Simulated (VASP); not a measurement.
Al2Ru: single point with PBEsol

Crystal: Al2Ru.

```
Al Ru
1.0
     0.00000    3.98984    4.39153
     2.35247    0.00000    4.39153
     2.35247    3.98984    0.00000
Al Ru
4 2
Cartesian
  1.1762 0.6309 2.1958
  1.1762 3.3590 2.1958
  2.3525 1.3640 4.3915
  2.3525 6.6156 4.3915
  3.5287 5.9848 6.5873
  2.3525 3.9898 4.3915
```

```yaml
Program: VASP 6.6.1
Task: single point
Functional: PBEsol
Potentials_or_basis: VASP PAW PBE potentials, release 64 (Al, Ru_pv)
Cutoff: 520 eV
k_mesh: 10 × 10 × 10
Occupations: gaussian, width 0.01 eV
Spin: no spin polarisation
Dipole_correction: no
Further_INCAR_settings: ALGO = Normal; EDIFF = 1e-07; NBANDS = 29
```

| Quantity | Value |
| --- | --- |
| Pressure | -0.4 GPa |
| Largest force | 0.015 eV/Å |

Forces in eV/Å, atoms in the order of the input:
```
Al   0.000 -0.015  0.000
Al   0.000  0.015  0.000
Al   0.000  0.015  0.000
Al   0.000 -0.015  0.000
Ru   0.000  0.000  0.000
Ru   0.000  0.000  0.000
```

Stress tensor (GPa, compression positive):
```
-0.45  0.00  0.00
 0.00 -0.31  0.00
 0.00  0.00 -0.59
```

Levels at points of the mesh, in eV from the Fermi level:
| k point | band 16 | band 17 | band 18 | band 19 | band 20 | band 21 | band 22 | band 23 | band 24 | band 25 |
| --- | --- | --- | --- | --- | --- | --- | --- | --- | --- | --- |
| (0.00, 0.00, 0.00) | -3.00 | -2.04 | -1.28 | -1.26 | -0.04 | 1.63 | 2.25 | 2.31 | 2.56 | 2.74 |
| (0.50, 0.00, 0.00) | -2.57 | -2.22 | -2.15 | -1.17 | -0.92 | 0.30 | 0.68 | 1.79 | 3.22 | 4.18 |
| (0.50, 0.50, 0.00) | -2.37 | -1.63 | -1.63 | -1.39 | -1.39 | 2.21 | 2.21 | 2.43 | 2.43 | 3.59 |
| (0.50, 0.00, 0.50) | -2.82 | -2.33 | -2.33 | -1.48 | -1.48 | 1.71 | 1.71 | 2.37 | 2.37 | 3.18 |
| (0.00, 0.50, 0.50) | -2.89 | -2.54 | -2.54 | -1.31 | -1.31 | 0.31 | 0.31 | 4.61 | 4.61 | 4.78 |

Run time: 15 min on 1 thread of Intel Xeon 8259CL, on a shared host, peak memory 0.48 GiB.

Caveat: the PAW data sets were made with another functional, which shifts forces and pressure a little.
